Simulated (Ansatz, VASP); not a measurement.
One calculation of TiO2, two programs

```
Ti O
1.0
     4.64538    0.00000    0.00000
     0.00000    4.64538    0.00000
     0.00000    0.00000    2.98851
Ti O
2 4
Cartesian
  2.3227 2.3227 0.0000
  0.0000 0.0000 1.4943
  3.2317 3.2317 1.4943
  3.7364 0.9090 0.0000
  0.9090 3.7364 0.0000
  1.4137 1.4137 1.4943
```

Alike in both runs: task single point; functional LDA; k mesh 6 × 6 × 9; occupations fermi-dirac, width 0.02 eV; no spin polarisation.

```csv
,VASP,Ansatz
version,VASP 6.6.1,Ansatz 0.2.0
potentials or method,"VASP PAW LDA potentials, release 64 (Ti_sv, O), cutoff 520 eV","all-electron LAPW, scalar-relativistic"
```

```csv
,VASP,Ansatz,Ansatz less VASP
gap on the k mesh at the Fermi level (eV),1.68,1.71,+0.022
least direct gap on the mesh (eV),1.68,1.71,+0.022
```

LDA's correlation is that of Perdew and Zunger in VASP and of Perdew and Wang (1992) in Ansatz. Ansatz ran all-electron here, and VASP with PAW potentials.
